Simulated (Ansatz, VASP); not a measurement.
**Pd in VASP and in Ansatz**

```
CELL_PARAMETERS angstrom
3.25818 0.00000 0.00000
0.00000 3.25818 0.00000
0.00000 0.00000 3.25818
ATOMIC_POSITIONS crystal
Pd 0.00000 0.00000 0.00000
Pd 0.50000 0.50000 0.50000
```

Alike in both runs: task single point; functional PBE; k mesh 11 × 11 × 11; occupations fermi-dirac, width 0.05 eV; collinear spin.

|  | VASP | Ansatz |
| --- | --- | --- |
| version | VASP 6.6.1 | Ansatz 0.2.0 |
| potentials or method | VASP PAW PBE potentials, release 64 (Pd), cutoff 500 eV | plane waves (420 eV) with PAW, scalar-relativistic |
| valence electrons in the cell | 20 | 36 |

VASP gave:

- pressure (GPa): -13.6
- net moment per atom (μB): 0.00

**Question.** What did Ansatz give for the same quantities?

**Answer.** Pressure (GPa): -13.5; net moment per atom (μB): 0.00.

With one functional, cell and mesh, what is left measures potentials, basis and numerics. VASP's potentials hold 20 valence electrons a cell and Ansatz's 36, so a difference there can come from the potentials and not from the codes. Ansatz's warnings: seeded moment not kept.
